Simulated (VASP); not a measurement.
# Te2Mo in VASP: notebook, part 3 of 3

VASP 6.6.1.

### Step 5. Single point, LDA

This run uses another cell than the first one.

Input file INCAR:

```
SYSTEM = Te2Mo
ALGO = Normal ; EDIFF = 1E-6
ENCUT = 520 ; ISIF = 2
ISMEAR = -1 ; LASPH = .TRUE.
LCHARG = .TRUE. ; LELF = .TRUE.
LREAL = .FALSE. ; LVHAR = .TRUE.
LWAVE = .FALSE. ; NBANDS = 20
NELM = 60 ; PREC = Accurate
SIGMA = 0.05
```

Input file KPOINTS:

```
k-points
0
G
  9 9 2
  0 0 0
```

Input file POSCAR:

```
Te2Mo
1.0
    3.5838112019      0.0000000000      0.0000000000
   -1.7919056009      3.1036715432      0.0000000000
    0.0000000000      0.0000000000     17.6401145653
Te Mo
2 1
Direct
    0.3333333333      0.6666666667      0.1021445500
    0.3333333333      0.6666666667      0.8978554500
    0.0000000000      0.0000000000      0.0000000000
```

Potentials or basis: VASP PAW LDA potentials, release 64 (Te, Mo_sv).

Command:

```
$ cat potpaw_LDA.64/Te/POTCAR potpaw_LDA.64/Mo_sv/POTCAR > POTCAR
$ mpirun -np 1 vasp_std > vasp.out
```

OUTCAR:

```text
SYSTEM = Te2Mo
   EDIFF = 1E-6
   ENCUT = 520
   ISIF = 2
   ISMEAR = -1
   LASPH = .TRUE.
   LREAL = .FALSE.
   NELM = 60
   PREC = Accurate

 ion  position               nearest neighbor table
   1  0.333  0.667  0.102-   3 2.74   3 2.74   3 2.74   2 3.60
   2  0.333  0.667  0.898-   3 2.74   3 2.74   3 2.74   1 3.60
   3  0.000  0.000  0.000-   1 2.74   2 2.74   1 2.74   2 2.74   1 2.74   2 2.74

  LATTYP: Found a hexagonal cell.
 ALAT       =     3.5838112019
 C/A-ratio  =     4.9221662558

  Lattice vectors:

 A1 = (   3.5838112019,   0.0000000000,   0.0000000000)
 A2 = (  -1.7919056009,   3.1036715432,   0.0000000000)
 A3 = (   0.0000000000,   0.0000000000,  17.6401145653)

Analysis of symmetry for initial positions (statically):
=====================================================================
 Subroutine PRICEL returns:
 Original cell was already a primitive cell.

 Routine SETGRP: Setting up the symmetry group for a
 hexagonal supercell.

 Subroutine GETGRP returns: Found 12 space group operations
 (whereof 12 operations were pure point group operations)
 out of a pool of 24 trial point group operations.

The static configuration has the point symmetry D_3h.

Analysis of symmetry for dynamics (positions and initial velocities):
=====================================================================
 Subroutine PRICEL returns:
 Original cell was already a primitive cell.

 Routine SETGRP: Setting up the symmetry group for a
 hexagonal supercell.

 Subroutine GETGRP returns: Found 12 space group operations
 (whereof 12 operations were pure point group operations)
 out of a pool of 24 trial point group operations.

The dynamic configuration has the point symmetry D_3h.

 Subroutine INISYM returns: Found 12 space group operations
 (whereof 12 operations are pure point group operations),
 and found     1 'primitive' translations

----------------------------------------------------------------------------------------

                                     Primitive cell

  volume of cell :     196.2105

  direct lattice vectors                    reciprocal lattice vectors
     3.583811202  0.000000000  0.000000000     0.279032556  0.161099521  0.000000000
    -1.791905601  3.103671543  0.000000000     0.000000000  0.322199043  0.000000000
     0.000000000  0.000000000 17.640114565     0.000000000  0.000000000  0.056688974

  length of vectors
     3.583811202  3.583811202 17.640114565     0.322199043  0.322199043  0.056688974

  position of ions in fractional coordinates (direct lattice)
     0.333333333  0.666666667  0.102144550
     0.333333333  0.666666667  0.897855450
     0.000000000  0.000000000  0.000000000

  ion indices of the primitive-cell ions
   primitive index   ion index
                 1           1
                 2           2
                 3           3

----------------------------------------------------------------------------------------

 KPOINTS: k-points

Automatic generation of k-mesh.
 Grid dimensions read from file:
 generate k-points for:    9    9    2

 Generating k-lattice:

  Cartesian coordinates                     Fractional coordinates (reciprocal lattice)
     0.031003617  0.017899947  0.000000000     0.111111111  0.000000000  0.000000000
     0.000000000  0.035799894  0.000000000     0.000000000  0.111111111  0.000000000
     0.000000000  0.000000000  0.028344487     0.000000000  0.000000000  0.500000000

  Length of vectors
     0.035799894  0.035799894  0.028344487

  Shift w.r.t. Gamma in fractional coordinates (k-lattice)
     0.000000000  0.000000000  0.000000000

 Subroutine IBZKPT returns following result:
 ===========================================

 Found     24 irreducible k-points:

 Following reciprocal coordinates:
            Coordinates               Weight
  0.000000  0.000000  0.000000      1.000000
  0.111111  0.000000  0.000000      6.000000
  0.222222  0.000000  0.000000      6.000000
  0.333333  0.000000  0.000000      6.000000
  0.444444  0.000000  0.000000      6.000000
  0.111111  0.111111  0.000000      6.000000
[... 16 lines left out ...]
  0.333333  0.222222  0.500000     12.000000
  0.333333  0.333333  0.500000      2.000000
   k-points           NKPTS =     24   k-points in BZ     NKDIM =     24   number of bands    NBANDS=     20
   number of dos      NEDOS =    301   number of ions     NIONS =      3
   total plane-waves  NPLWV = 109760
   dimension x,y,z NGX =    28 NGY =   28 NGZ =  140
   dimension x,y,z NGXF=    56 NGYF=   56 NGZF=  280
   ions per type =               2   1
   NGX,Y,Z   is equivalent  to a cutoff of  12.99, 12.99, 13.19 a.u.
   NGXF,Y,Z  is equivalent  to a cutoff of  25.98, 25.98, 26.39 a.u.
 SYSTEM =  Te2Mo
   PREC   = accura    normal or accurate (medium, high low for compatibility)
   ISTART =      0    job   : 0-new  1-cont  2-samecut
   ICHARG =      2    charge: 1-file 2-atom 10-const
   ISPIN  =      1    spin polarized calculation?
   LNONCOLLINEAR =      F non collinear calculations
   LSORBIT =      F    spin-orbit coupling
   LASPH  =      T    aspherical Exc in radial PAW
   ENCUT  =  520.0 eV  38.22 Ry    6.18 a.u.   6.66  6.66 32.80*2*pi/ulx,y,z
   NELM   =     60;   NELMIN=  2; NELMDL= -5     # of ELM steps
   EDIFF  = 0.1E-05   stopping-criterion for ELM
   LREAL  =      F    real-space projection
[... 7 lines left out ...]
   TEBEG  =    0.0;   TEEND  =   0.0 temperature during run
   PSTRESS=    0.0 pullay stress
   NELECT =      26.0000    total number of electrons
   NUPDOWN=      -1.0000    fix difference up-down
   EMIN   =  10.00;   EMAX   =-10.00  energy-range for DOS
   EFERMI =   0.00;   METHOD = LEGACY
   ISMEAR =    -1;   SIGMA  =   0.05  broadening in eV -4-tet -1-fermi 0-gaus
   EFERMI_NEDOS =   21; number of points for ismear=-14 and -15
   IALGO  =     38    algorithm
   IMIX   =      4    mixing-type and parameters
     AMIX     =   0.40;   BMIX     =  1.00
     AMIX_MAG =   1.60;   BMIX_MAG =  1.00
  volume/ion in A,a.u.               =      65.40       441.36
  Fermi-wavevector in a.u.,A,eV,Ry     =   0.834626  1.577214  9.477824  0.696600
  Thomas-Fermi vector in A             =   1.948049
   LORBIT       =      0    0 simple, 1 ext, 2 COOP (PROOUT), +10 PAW based schemes
   GGA     = CA    functional components
   LHFCALC =     F    Hartree Fock is set to
   AEXX    =    0.0000 exact exchange contribution
   IVDW    =     0    specifies the selected vdW correction
   LEPSILON=     F    determine dielectric tensor
   LRPA    =     F    only Hartree local field effects (RPA)
 non-spin polarized calculation
  energy-cutoff  :      520.00
  volume of cell :      196.21
 maximum number of plane-waves:      5345
 NGX is ok and might be reduce to    28
   NGX = 13   NGY = 13   NGZ = 65

 number of electron      26.0000000 magnetization

 Free energy of the ion-electron system (eV)
  ---------------------------------------------------
  ext. energy  EPLUGINS =         0.00000000
  ---------------------------------------------------
  free energy    TOTEN  =       -20.36395709 eV

  energy without entropy =      -20.36395457  energy(sigma->0) =      -20.36395583

 E-fermi :   0.2882     XC(G=0):  -4.7815

 val. band max:       -0.2212310406   @ k =   0.3333   0.3333   0.0000
 cond. band min:       0.7922109319   @ k =   0.3333   0.3333   0.5000
 fundamental gap:      1.0134419725
 Fermi energy:         0.2881632583

 k-point     1 :       0.0000    0.0000    0.0000
  band No.  band energies     occupation
      1     -60.5626      2.00000
      2     -34.8832      2.00000
      3     -34.7873      2.00000
      4     -34.7873      2.00000
      5     -12.6623      2.00000
      6     -11.7214      2.00000
[... 12 lines left out ...]
     19       4.6657      0.00000
     20       5.3936      0.00000

 k-point     2 :       0.1111    0.0000    0.0000
  band No.  band energies     occupation
      1     -60.5617      2.00000
      2     -34.8804      2.00000
      3     -34.8000      2.00000
      4     -34.7903      2.00000
      5     -12.5031      2.00000
      6     -11.6124      2.00000
[... 498 lines left out ...]
 k-point    24 :       0.3333    0.3333    0.5000
  band No.  band energies     occupation
      1     -60.5540      2.00000
      2     -34.8691      2.00000
      3     -34.8565      2.00000
      4     -34.8546      2.00000
      5     -10.5545      2.00000
      6     -10.3062      2.00000
[... 12 lines left out ...]
     19       4.8756      0.00000
     20       7.0535      0.00000

------------------------ aborting loop because EDIFF is reached ----------------------------------------

  FORCE on cell =-STRESS in cart. coord.  units (eV):
  Direction    XX          YY          ZZ          XY          YZ          ZX
  --------------------------------------------------------------------------------------
  -------------------------------------------------------------------------------------
  Total       -3.1566287     -3.1566287     -2.2982528     -0.0000000     -0.0000000      0.0000000
  in kB      -25.7757793    -25.7757793    -18.7666215     -0.0000000     -0.0000000      0.0000000
  external PRESSURE =     -23.4393934 kB  Pullay stress =       0.0000000 kB

 VOLUME and BASIS-vectors are now :
 -----------------------------------------------------------------------------
  energy-cutoff  :      520.00
  volume of cell :      196.21
      direct lattice vectors                 reciprocal lattice vectors
     3.583811202  0.000000000  0.000000000     0.279032556  0.161099521  0.000000000
    -1.791905601  3.103671543  0.000000000     0.000000000  0.322199043  0.000000000
     0.000000000  0.000000000 17.640114565     0.000000000  0.000000000  0.056688974

 POSITION                                       TOTAL-FORCE (eV/Angst)
 -----------------------------------------------------------------------------------
     -0.00000      2.06911      1.80184         0.000000      0.000000     -0.634380
     -0.00000      2.06911     15.83827         0.000000      0.000000      0.634380
      0.00000      0.00000      0.00000         0.000000      0.000000      0.000000
 -----------------------------------------------------------------------------------
    total drift:                                0.000000     -0.000000     -0.000000

  FREE ENERGIE OF THE ION-ELECTRON SYSTEM (eV)
  ---------------------------------------------------
  free  energy   TOTEN  =       -20.3639570886 eV

  energy  without entropy=      -20.3639545733  energy(sigma->0) =      -20.36395583
```

OSZICAR:

```text
N       E                     dE             d eps       ncg     rms          rms(c)
DAV:   1     0.137746008947E+03    0.13775E+03   -0.11313E+04  1248   0.103E+03
DAV:   2    -0.124906631905E+02   -0.15024E+03   -0.14650E+03  1284   0.231E+02
DAV:   3    -0.209260103837E+02   -0.84353E+01   -0.83394E+01  1236   0.457E+01
[... 13 lines left out ...]
DAV:  17    -0.203638934096E+02   -0.52893E-04   -0.31313E-06   976   0.512E-03    0.443E-03
DAV:  18    -0.203639428166E+02   -0.49407E-04   -0.22187E-06   964   0.410E-03    0.283E-03
DAV:  19    -0.203639504262E+02   -0.76096E-05   -0.17868E-07   804   0.121E-03    0.879E-04
DAV:  20    -0.203639566034E+02   -0.61772E-05   -0.31684E-07   788   0.164E-03    0.102E-03
DAV:  21    -0.203639570886E+02   -0.48515E-06   -0.17782E-08   700   0.683E-04
   1 F= -.20363957E+02 E0= -.20363956E+02  d E =-.251526E-05
```

stdout:

```text
POSCAR found type information on POSCAR TeMo
 POSCAR found :  2 types and       3 ions
 scaLAPACK will be used
 LDA part: xc-table for (Slater(with rela. corr.)+CA(PZ))
 , standard interpolation
 POSCAR, INCAR and KPOINTS ok, starting setup
 FFT: planning ... GRIDC
 FFT: planning ... GRID_SOFT
 FFT: planning ... GRID
 WAVECAR not read
 entering main loop
```

It took 81 s on 1 thread of Intel Xeon 6975P-C (Granite Rapids), shared host; peak memory 0.3 GiB.

Results:

```yaml
Free_energy: -20.3640 eV
Largest_force: 0.634 eV/Å
Band_gap_on_the_k_mesh: 1.01 eV
```

Forces on the atoms (eV/Å):
```
Te   0.000  0.000 -0.634
Te   0.000  0.000  0.634
Mo   0.000  0.000  0.000
```

Caveat: spin-orbit coupling is left out, which moves the levels of the heavy elements.

### Step 6. Single point, LDA

This run uses another cell than the first one.

Input file INCAR:

```
PREC = Accurate ; ENCUT = 520
EDIFF = 1E-7 ; ISMEAR = -1
SIGMA = 0.05 ; LREAL = F
LASPH = T ; NELM = 100
ALGO = Normal ; ISIF = 2
LWAVE = F ; LCHARG = F
NBANDS = 20
```

Input file KPOINTS:

```
regular mesh
0
Gamma
  9 9 2
```

Input file POSCAR:

```
Te2Mo
1.0
    3.6070833553      0.0000000000      0.0000000000
   -1.8035416776      3.1238258192      0.0000000000
    0.0000000000      0.0000000000     17.7546639734
Te Mo
2 1
Direct
    0.3333333333      0.6666666667      0.1021445500
    0.3333333333      0.6666666667      0.8978554500
    0.0000000000      0.0000000000      0.0000000000
```

Potentials or basis: VASP PAW LDA potentials, release 64 (Te, Mo_sv).

Command:

```
$ cat potpaw_LDA.64/Te/POTCAR potpaw_LDA.64/Mo_sv/POTCAR > POTCAR
$ mpirun -np 1 vasp_std > vasp.out
```

Run time: 76 s. Hardware: 1 thread of Intel Xeon 6975P-C (Granite Rapids), shared host; peak memory 0.3 GiB.

Results (log left out):

| Property | Result |
| --- | --- |
| Free energy | -20.3008 eV |
| Largest force | 0.877 eV/Å |
| Band gap on the k mesh | 0.98 eV |

Forces in eV/Å, atoms in the order of the input:
```
Te   0.000  0.000 -0.877
Te   0.000  0.000  0.877
Mo   0.000  0.000  0.000
```

Levels at points of the mesh, in eV from the valence-band top:
| k point | band 11 | band 12 | band 13 | band 14 | band 15 | band 16 |
| --- | --- | --- | --- | --- | --- | --- |
| (0.00, 0.00, 0.00) | -0.88 | -0.88 | -0.34 | 2.88 | 2.88 | 3.13 |
| (0.00, 0.00, 0.50) | -0.88 | -0.88 | -0.34 | 2.88 | 2.88 | 3.13 |

Caveat: spin-orbit coupling is left out, which moves the levels of the heavy elements.

### Step 7. Overview

```csv
cell,gap on the mesh (eV),largest force (eV/Å)
"a = 3.488, b = 3.488, c = 17.166 Å, angles 90.0, 90.0, 120.0°, 3 atoms",1.14,0.57
"a = 3.512, b = 3.512, c = 17.287 Å, angles 90.0, 90.0, 120.0°, 3 atoms",1.11,0.23
"a = 3.560, b = 3.560, c = 17.524 Å, angles 90.0, 90.0, 120.0°, 3 atoms",1.04,0.37
"a = 3.584, b = 3.584, c = 17.640 Å, angles 90.0, 90.0, 120.0°, 3 atoms",1.01,0.63
"a = 3.607, b = 3.607, c = 17.755 Å, angles 90.0, 90.0, 120.0°, 3 atoms",0.98,0.88
```

Alike in all rows: task single point; level LDA; potentials or basis VASP PAW LDA potentials, release 64 (Te, Mo_sv); no spin polarisation; k mesh 9 × 9 × 2; cutoff (eV) 520; smearing fermi-dirac 0.05 eV.

Caveats: spin-orbit coupling is left out, which moves the levels of the heavy elements.

Total energies depend on the potentials used, so only differences within one code and one set of settings carry meaning.
